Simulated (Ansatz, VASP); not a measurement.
Zn: VASP beside Ansatz

The input INCAR:

```
PREC = Accurate
ENCUT = 520
EDIFF = 1E-6
ISMEAR = 0
SIGMA = 0.1
LREAL = False
LASPH = True
NELM = 60
ALGO = Normal
ISIF = 2
LWAVE = False
LCHARG = True
GGA = PE
LELF = True
LVHAR = True
NBANDS = 58
```

KPOINTS

```
Automatic mesh
0
Gamma
  6 6 2
```

POSCAR

```
Zn
1.0
    3.3730316337      0.0000000000      0.0000000000
   -1.6865158168      2.9211310825      0.0000000000
    0.0000000000      0.0000000000     11.0162212482
Zn
8
Direct
    0.0000000000      0.0000000000      0.0937500000
    0.0000000000      0.0000000000      0.5937500000
    0.0000000000      0.0000000000      0.4062500000
    0.0000000000      0.0000000000      0.9062500000
    0.3333333333      0.6666666667      0.1562500000
    0.6666666667      0.3333333333      0.6562500000
    0.3333333333      0.6666666667      0.3437500000
    0.6666666667      0.3333333333      0.8437500000
```

Input for Ansatz:

```yaml
crystal:
  lattice:
    - [3.3730316337, 0.0, 0.0]
    - [-1.6865158168, 2.9211310825, 0.0]
    - [0.0, 0.0, 11.0162212482]
  atoms:
    - { symbol: Zn, position: [0.0, 0.0, 0.09375] }
    - { symbol: Zn, position: [0.0, 0.0, 0.59375] }
    - { symbol: Zn, position: [0.0, 0.0, 0.40625] }
    - { symbol: Zn, position: [0.0, 0.0, 0.90625] }
    - { symbol: Zn, position: [0.3333333333, 0.6666666667, 0.15625] }
    - { symbol: Zn, position: [0.6666666667, 0.3333333333, 0.65625] }
    - { symbol: Zn, position: [0.3333333333, 0.6666666667, 0.34375] }
    - { symbol: Zn, position: [0.6666666667, 0.3333333333, 0.84375] }
basis:
  ecutwfc: 420
kpoints:
  mp_grid: { grid: [6, 6, 2] }
hamiltonian:
  xc: pbe
scf:
  occupations: { method: gaussian, width: 0.1 }
  lower_state_search: "off"
output:
  forces: true
  stress: true
  eigenvalues: true
```

Alike in both runs: task single point; functional PBE; k mesh 6 × 6 × 2; occupations gaussian, width 0.1 eV; no spin polarisation.

|  | VASP | Ansatz |
| --- | --- | --- |
| version | VASP 6.6.1 | Ansatz 0.2.0 |
| potentials or method | VASP PAW PBE potentials, release 64 (Zn), cutoff 520 eV | scalar-relativistic, plane waves, PAW |
| valence electrons in the cell | 96 | 96 |

|  | VASP | Ansatz | Ansatz less VASP |
| --- | --- | --- | --- |
| gap on the k mesh at the Fermi level (eV) | none | none | - |
| rms of the force components (eV/Å) | 0.031 | 0.033 | +0.0014 |

Atom by atom the forces differ by 0.002 eV/Å (rms over components). A gap of «none» marks a metal or a gap that the smearing closes.
